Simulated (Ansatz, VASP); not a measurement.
**Two plane-wave programs on W**

```xyz
1
Lattice="0.0000 2.1415 1.8350 2.1415 0.0000 1.8350 2.1415 2.1415 0.0000" Properties=species:S:1:pos:R:3 pbc="T T T"
W     0.0000    0.0000    0.0000
```

Alike in both runs: task single point; functional PBEsol; k mesh 22 × 22 × 22; occupations gaussian, width 0.15 eV; no spin polarisation.

|  | VASP | Ansatz |
| --- | --- | --- |
| version | VASP 6.6.1 | Ansatz 0.2.0 |
| potentials or method | VASP PAW PBE potentials, release 64 (W_sv), cutoff 500 eV | scalar-relativistic, plane waves, PAW |
| valence electrons in the cell | 14 | 14 |

|  | VASP | Ansatz | Ansatz less VASP |
| --- | --- | --- | --- |
| gap on the k mesh at the Fermi level (eV) | none | none | - |
| pressure (GPa) | -15.5 | -15.8 | -0.37 |
| traceless stress, the component that is largest in VASP (GPa) | -18.64 | -18.62 | +0.028 |

VASP's potentials were made for PBE, not for PBEsol, and Ansatz warns of the same on its side. A gap of «none» marks a metal or a gap that the smearing closes.

Neither program's run includes spin-orbit coupling.
